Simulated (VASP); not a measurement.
# CrO2 (P4_2/mnm) in VASP: further runs

The runs below take CrO2 through single point, with PBE+U.

Program: VASP 6.6.1. These are calculated values, not measurements. Logs are shortened: lines on timing, memory, paths and dates and some standing lists are left out, and cuts for length are marked.

## Step 1: The cell of the first run

It takes space group P4_2/mnm (No. 136, tetragonal). The conventional cell has a = 4.421 Å, b = 4.421 Å, c = 2.917 Å, α = 90.00°, β = 90.00°, γ = 90.00°. Within 2.5 Å of Cr (site symmetry mmm) lie 6 O at 1.88 to 1.92 Å. Within 2.5 Å of O (site symmetry m2m) lie 3 Cr at 1.88 to 1.92 Å and 1 O at 2.49 Å.

## Step 2: Single point, PBE+U, collinear spin, antiferromagnetic start

INCAR

```
SYSTEM = CrO2
PREC = Accurate ; ENCUT = 520
EDIFF = 1E-7 ; ISMEAR = 0
SIGMA = 0.05 ; LREAL = .FALSE.
LASPH = .TRUE. ; NELM = 150
ALGO = Normal ; ISIF = 2
LWAVE = .FALSE. ; LCHARG = .TRUE.
ISPIN = 2 ; MAGMOM = 2 -2 0 0 0 0
LORBIT = 11 ; LMAXMIX = 4
LDAU = .TRUE. ; LDAUTYPE = 1
LDAUL = 2 -1 ; LDAUU = 4 0
LDAUJ = 0.5 0 ; LDAUPRINT = 1
GGA = PE ; LELF = .TRUE.
LVHAR = .TRUE. ; NBANDS = 37
```

KPOINTS

```
regular mesh
0
G
  4 4 6
  0 0 0
```

POSCAR

```
CrO2
1.0
    4.4210008300      0.0000000000      0.0000000000
    0.0000000000      4.4210008300      0.0000000000
    0.0000000000      0.0000000000      2.9170005500
Cr O
2 4
Direct
    0.0000000000      0.0000000000      0.0000000000
    0.5000000000      0.5000000000      0.5000000000
    0.3010000000      0.3010000000      0.0000000000
    0.1990000000      0.8010000000      0.5000000000
    0.6990000000      0.6990000000      0.0000000000
    0.8010000000      0.1990000000      0.5000000000
```

Potentials or basis: VASP PAW PBE potentials, release 64 (Cr_pv, O).

On the command line:

```sh
$ cat potpaw_PBE.64/Cr_pv/POTCAR potpaw_PBE.64/O/POTCAR > POTCAR
$ mpirun -np 1 vasp_std > vasp.out
```

OUTCAR:

```text
SYSTEM = CrO2
   PREC = Accurate
   ENCUT = 520
   EDIFF = 1E-7
   ISMEAR = 0
   LREAL = .FALSE.
   LASPH = .TRUE.
   NELM = 150
   ISIF = 2
   ISPIN = 2
   LORBIT = 11
   GGA = PE

 ion  position               nearest neighbor table
   1  0.000  0.000  0.000-   3 1.88   5 1.88   4 1.92   6 1.92   4 1.92   6 1.92
   2  0.500  0.500  0.500-   4 1.88   6 1.88   5 1.92   3 1.92   3 1.92   5 1.92
   3  0.301  0.301  0.000-   1 1.88   2 1.92   2 1.92
   4  0.199  0.801  0.500-   2 1.88   1 1.92   1 1.92
   5  0.699  0.699  0.000-   1 1.88   2 1.92   2 1.92
   6  0.801  0.199  0.500-   2 1.88   1 1.92   1 1.92

  LATTYP: Found a simple tetragonal cell.
 ALAT       =     4.4210008300
 C/A-ratio  =     0.6598054744

  Lattice vectors:

 A1 = (   4.4210008300,   0.0000000000,   0.0000000000)
 A2 = (   0.0000000000,   4.4210008300,   0.0000000000)
 A3 = (   0.0000000000,   0.0000000000,   2.9170005500)

Analysis of symmetry for initial positions (statically):
=====================================================================
 Subroutine PRICEL returns:
 Original cell was already a primitive cell.

 Routine SETGRP: Setting up the symmetry group for a
 simple tetragonal supercell.

 Subroutine GETGRP returns: Found 16 space group operations
 (whereof  8 operations were pure point group operations)
 out of a pool of 16 trial point group operations.

The static configuration has the point symmetry D_2h.
 The point group associated with its full space group is D_4h.

Analysis of symmetry for dynamics (positions and initial velocities):
=====================================================================
 Subroutine PRICEL returns:
 Original cell was already a primitive cell.

 Routine SETGRP: Setting up the symmetry group for a
 simple tetragonal supercell.

 Subroutine GETGRP returns: Found 16 space group operations
 (whereof  8 operations were pure point group operations)
 out of a pool of 16 trial point group operations.

The dynamic configuration has the point symmetry D_2h.
 The point group associated with its full space group is D_4h.

Analysis of structural, dynamic, and magnetic symmetry:
=====================================================================
 Subroutine PRICEL returns:
 Original cell was already a primitive cell.

 Routine SETGRP: Setting up the symmetry group for a
 simple tetragonal supercell.

 Subroutine GETGRP returns: Found 16 space group operations
 (whereof  8 operations were pure point group operations)
 out of a pool of 16 trial point group operations.

The overall configuration has the point symmetry D_2h.
 The point group associated with its full space group is D_4h.

[... 216 lines left out ...]
 number of electron      48.0000026 magnetization       0.0000000

 Free energy of the ion-electron system (eV)
  ---------------------------------------------------
  ext. energy  EPLUGINS =         0.00000000
  ---------------------------------------------------
  free energy    TOTEN  =       -44.48409982 eV

  energy without entropy =      -44.48409331  energy(sigma->0) =      -44.48409656

 E-fermi :   5.4677     XC(G=0): -11.9134

 val. band max:        5.3612364907   @ k =   0.0000   0.0000   0.5000
 cond. band min:       5.5813583653   @ k =   0.5000   0.0000   0.5000
 fundamental gap:      0.2201218746
 Fermi energy:         5.4676752564

 spin component 1

 k-point     1 :       0.0000    0.0000    0.0000
  band No.  band energies     occupation
      1     -39.5496      1.00000
      2     -39.5399      1.00000
      3     -39.3026      1.00000
      4     -37.7653      1.00000
      5     -37.6412      1.00000
      6     -36.8465      1.00000
[... 925 lines left out ...]
     35      17.1369      0.00000
     36      17.2102      0.00000
 Fermi energy:         5.4676752564

 spin component 2

 k-point     1 :       0.0000    0.0000    0.0000
  band No.  band energies     occupation
      1     -39.5496      1.00000
      2     -39.5399      1.00000
      3     -39.3026      1.00000
      4     -37.7653      1.00000
      5     -37.6412      1.00000
      6     -36.8465      1.00000
[... 925 lines left out ...]
     35      17.1369      0.00000
     36      17.2102      0.00000
 [bands above 36 left out]

------------------------ aborting loop because EDIFF is reached ----------------------------------------

  FORCE on cell =-STRESS in cart. coord.  units (eV):
  Direction    XX          YY          ZZ          XY          YZ          ZX
  --------------------------------------------------------------------------------------
  -------------------------------------------------------------------------------------
  Total        2.6649810      2.6649810      5.2619850      0.0000000      0.0000000      0.0000000
  in kB       74.8905465     74.8905465    147.8708211      0.0000000      0.0000000      0.0000000
  external PRESSURE =      99.2173047 kB  Pullay stress =       0.0000000 kB

 VOLUME and BASIS-vectors are now :
 -----------------------------------------------------------------------------
  energy-cutoff  :      520.00
  volume of cell :       57.01
      direct lattice vectors                 reciprocal lattice vectors
     4.421000830  0.000000000  0.000000000     0.226193127  0.000000000  0.000000000
     0.000000000  4.421000830  0.000000000     0.000000000  0.226193127  0.000000000
     0.000000000  0.000000000  2.917000550     0.000000000  0.000000000  0.342817899

 POSITION                                       TOTAL-FORCE (eV/Angst)
 -----------------------------------------------------------------------------------
      0.00000      0.00000      0.00000         0.000000     -0.000000      0.000000
      2.21050      2.21050      1.45850         0.000000     -0.000000      0.000000
      1.33072      1.33072      0.00000        -0.257362     -0.257362      0.000000
      0.87978      3.54122      1.45850         0.257362     -0.257362      0.000000
      3.09028      3.09028      0.00000         0.257362      0.257362     -0.000000
      3.54122      0.87978      1.45850        -0.257362      0.257362     -0.000000
 -----------------------------------------------------------------------------------
    total drift:                                0.000000      0.000000      0.000000

  FREE ENERGIE OF THE ION-ELECTRON SYSTEM (eV)
  ---------------------------------------------------
  free  energy   TOTEN  =       -44.4840998155 eV

  energy  without entropy=      -44.4840933051  energy(sigma->0) =      -44.48409656

 total charge

# of ion       s       p       d       tot
------------------------------------------
    1        0.379   6.478   3.943  10.800
    2        0.379   6.478   3.943  10.800
    3        1.570   3.489   0.000   5.059
    4        1.570   3.489   0.000   5.059
    5        1.570   3.489   0.000   5.059
    6        1.570   3.489   0.000   5.059
--------------------------------------------------
tot          7.039  26.914   7.885  41.838

 magnetization (x)

# of ion       s       p       d       tot
------------------------------------------
    1        0.013   0.017   1.915   1.945
    2       -0.013  -0.017  -1.915  -1.945
    3       -0.000  -0.023   0.000  -0.023
    4        0.000   0.023   0.000   0.023
    5       -0.000  -0.023   0.000  -0.023
    6        0.000   0.023   0.000   0.023
--------------------------------------------------
tot          0.000   0.000   0.000   0.000
```

Run time: 62 s. Hardware: 1 thread of Intel Xeon 6975P-C (Granite Rapids), shared host; peak memory 0.23 GiB.

Results:

```
Free energy                                           : -44.4841 eV
Pressure                                              : 9.9 GPa
Largest force                                         : 0.364 eV/Å
Band gap on the k mesh                                : 0.22 eV, indirect (least direct gap 0.61 eV)
Net moment                                            : 0.00 μB per cell
Site moments                                          : Cr +1.95, -1.95; O -0.02, +0.02 μB
Valence electrons inside the program's atomic spheres : Cr 10.80; O 5.06
```

Forces on the atoms (eV/Å):
```
Cr   0.000  0.000  0.000
Cr   0.000  0.000  0.000
O   -0.257 -0.257  0.000
O    0.257 -0.257  0.000
O    0.257  0.257  0.000
O   -0.257  0.257  0.000
```

Levels at points of the mesh, in eV from the valence-band top:
Spin up:
| k point | band 20 | band 21 | band 22 | band 23 | band 24 | band 25 | band 26 | band 27 | band 28 | band 29 |
| --- | --- | --- | --- | --- | --- | --- | --- | --- | --- | --- |
| (0.00, 0.00, 0.00) | -2.45 | -1.20 | -0.82 | -0.78 | -0.28 | 0.33 | 1.73 | 2.58 | 2.73 | 2.87 |
| (0.50, 0.00, 0.00) | -2.30 | -2.03 | -1.12 | -1.11 | -1.02 | 1.14 | 2.39 | 2.86 | 3.63 | 3.91 |
| (0.50, 0.50, 0.00) | -2.41 | -2.08 | -2.05 | -1.74 | -1.72 | 1.64 | 1.72 | 2.58 | 2.75 | 3.78 |
| (0.00, 0.00, 0.50) | -3.10 | -2.44 | -1.98 | -1.93 | 0.00 | 0.84 | 2.04 | 2.92 | 3.38 | 3.54 |
| (0.50, 0.00, 0.50) | -2.94 | -1.92 | -1.52 | -1.43 | -1.16 | 0.22 | 2.04 | 2.54 | 2.54 | 3.82 |
| (0.50, 0.50, 0.50) | -1.93 | -1.87 | -1.78 | -1.01 | -0.61 | 0.57 | 1.70 | 3.53 | 3.54 | 3.66 |
Spin down:
| k point | band 21 | band 22 | band 23 | band 24 | band 25 | band 26 | band 27 | band 28 |
| --- | --- | --- | --- | --- | --- | --- | --- | --- |
| (0.00, 0.00, 0.00) | -1.20 | -0.82 | -0.78 | -0.28 | 0.33 | 1.73 | 2.58 | 2.73 |
| (0.50, 0.00, 0.00) | -2.03 | -1.12 | -1.11 | -1.02 | 1.14 | 2.39 | 2.86 | 3.63 |
| (0.50, 0.50, 0.00) | -2.08 | -2.05 | -1.74 | -1.72 | 1.64 | 1.72 | 2.58 | 2.75 |
| (0.00, 0.00, 0.50) | -2.44 | -1.98 | -1.93 | 0.00 | 0.84 | 2.04 | 2.92 | 3.38 |
| (0.50, 0.00, 0.50) | -1.92 | -1.52 | -1.43 | -1.16 | 0.22 | 2.04 | 2.54 | 2.54 |
| (0.50, 0.50, 0.50) | -1.87 | -1.78 | -1.01 | -0.61 | 0.57 | 1.70 | 3.53 | 3.54 |

Eigenvalues of the final occupation matrices:
```csv
site,spin,trace,eigenvalues
site 1 d,1,2.95,0.27 0.37 0.40 0.95 0.96
site 1 d,2,1.03,0.06 0.09 0.18 0.34 0.36
site 2 d,1,1.03,0.06 0.09 0.18 0.34 0.36
site 2 d,2,2.95,0.27 0.37 0.40 0.95 0.96
```

A k mesh can miss the band edges. The state reached can hang on the start; a lower one may exist.

## Step 3: Single point, PBE+U, collinear spin, antiferromagnetic start

INCAR

```
ALGO = Normal ; EDIFF = 1E-6
ENCUT = 520 ; GGA = PE
ISIF = 2 ; ISMEAR = 0
ISPIN = 2 ; LASPH = T
LCHARG = F ; LDAU = T
LDAUJ = 0.5 0 ; LDAUL = 2 -1
LDAUPRINT = 1 ; LDAUTYPE = 1
LDAUU = 4 0 ; LMAXMIX = 4
LORBIT = 11 ; LREAL = F
LWAVE = F ; MAGMOM = 1.66 -1.99 0.08 0.08 0.08 0.08
NBANDS = 37 ; NELM = 150
PREC = Accurate ; SIGMA = 0.05
```

KPOINTS

```
k-points
0
Gamma
  4 4 6
```

POSCAR is that of step 2.

Potentials or basis: VASP PAW PBE potentials, release 64 (Cr_pv, O).

On the command line:

```sh
$ cat potpaw_PBE.64/Cr_pv/POTCAR potpaw_PBE.64/O/POTCAR > POTCAR
$ mpirun -np 1 vasp_std > vasp.out
```

Wall time 75 s (1 thread of Intel Xeon 6975P-C (Granite Rapids), shared host); peak memory 0.24 GiB.

The run converged. Its results:

```yaml
Free_energy: -44.4841 eV
Pressure: 9.9 GPa
Largest_force: 0.365 eV/Å
Band_gap_on_the_k_mesh: 0.22 eV, indirect (least direct gap 0.61 eV)
Net_moment: 0.00 μB per cell
Site_moments: Cr +1.95, -1.95; O -0.02, +0.02 μB
Valence_electrons_inside_the_program's_atomic_spheres: Cr 10.80; O 5.06
```

Forces in eV/Å, atoms in the order of the input:
```
Cr   0.000  0.000  0.000
Cr   0.000  0.000  0.000
O   -0.258 -0.258  0.000
O    0.256 -0.256  0.000
O    0.258  0.258  0.000
O   -0.256  0.256  0.000
```

Stress tensor (GPa, compression positive):
```
 7.50  0.00  0.00
 0.00  7.50  0.00
 0.00  0.00 14.78
```

Levels at points of the mesh, in eV from the valence-band top:
Spin up:
```tsv
k point	band 22	band 23	band 24	band 25	band 26	band 27
(0.00, 0.00, 0.00)	-0.82	-0.78	-0.28	0.33	1.73	2.58
(0.50, 0.00, 0.00)	-1.12	-1.11	-1.02	1.14	2.39	2.86
(0.50, 0.50, 0.00)	-2.05	-1.74	-1.72	1.64	1.72	2.58
(0.00, 0.00, 0.50)	-1.98	-1.93	0.00	0.84	2.04	2.92
(0.50, 0.00, 0.50)	-1.52	-1.43	-1.16	0.22	2.04	2.54
(0.50, 0.50, 0.50)	-1.78	-1.01	-0.62	0.57	1.70	3.53
```
Spin down:
```tsv
k point	band 22	band 23	band 24	band 25	band 26	band 27
(0.00, 0.00, 0.00)	-0.82	-0.78	-0.28	0.33	1.73	2.58
(0.50, 0.00, 0.00)	-1.12	-1.11	-1.02	1.14	2.39	2.85
(0.50, 0.50, 0.00)	-2.05	-1.74	-1.72	1.63	1.72	2.58
(0.00, 0.00, 0.50)	-1.98	-1.93	0.00	0.84	2.04	2.92
(0.50, 0.00, 0.50)	-1.52	-1.43	-1.16	0.22	2.03	2.54
(0.50, 0.50, 0.50)	-1.78	-1.01	-0.61	0.57	1.70	3.53
```

Eigenvalues of the final occupation matrices:
| site | spin | trace | eigenvalues |
| --- | --- | --- | --- |
| site 1 d | 1 | 2.95 | 0.27 0.37 0.40 0.95 0.96 |
| site 1 d | 2 | 1.03 | 0.06 0.09 0.18 0.34 0.36 |
| site 2 d | 1 | 1.03 | 0.06 0.09 0.18 0.34 0.36 |
| site 2 d | 2 | 2.95 | 0.27 0.37 0.40 0.95 0.96 |

A k mesh can miss the band edges. The state reached can hang on the start; a lower one may exist.
